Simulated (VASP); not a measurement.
ZnS: vibrations by perturbation theory with PBEsol

Crystal: ZnS.

```
Zn S
1.0
     0.00000    2.67807    2.67807
     2.67807    0.00000    2.67807
     2.67807    2.67807    0.00000
Zn S
1 1
Direct
  0.00000 0.00000 0.00000
  0.25000 0.25000 0.25000
```

```json
{"Program": "VASP 6.6.1", "Task": "vibrations by perturbation theory", "Functional": "PBEsol", "Potentials or basis": "VASP PAW PBE potentials, release 64 (Zn, S)", "Cutoff": "520 eV", "k mesh": "6 × 6 × 6", "Occupations": "gaussian, width 0.01 eV", "Spin": "no spin polarisation", "Dipole correction": "no", "Further INCAR settings": "ALGO = Normal; EDIFF = 1e-08; IBRION = 8; NSW = 1"}
```

```json
{"Electronic dielectric tensor (diagonal)": "6.53", "Born charges (mean of the diagonal)": "Zn +2.02; S -2.02 e", "Highest phonon frequency at Γ, LO-TO splitting left out": "280 cm⁻¹"}
```

Phonon frequencies in cm⁻¹ (negative: imaginary):
```
              q point        frequencies
(0.000, 0.000, 0.000)  0 0 0 280 280 280
```

Electronic dielectric tensor:
```
6.53 0.00 0.00
0.00 6.53 0.00
0.00 0.00 6.53
```

Born effective charge tensors (e):
atom 1, Zn
```
2.02 0.00 0.00
0.00 2.02 0.00
0.00 0.00 2.02
```
atom 2, S
```
-2.02  0.00  0.00
 0.00 -2.02  0.00
 0.00  0.00 -2.02
```

Wall time 4.8 min on 1 thread of AMD EPYC 7R13, on a shared host, peak memory 0.18 GiB.
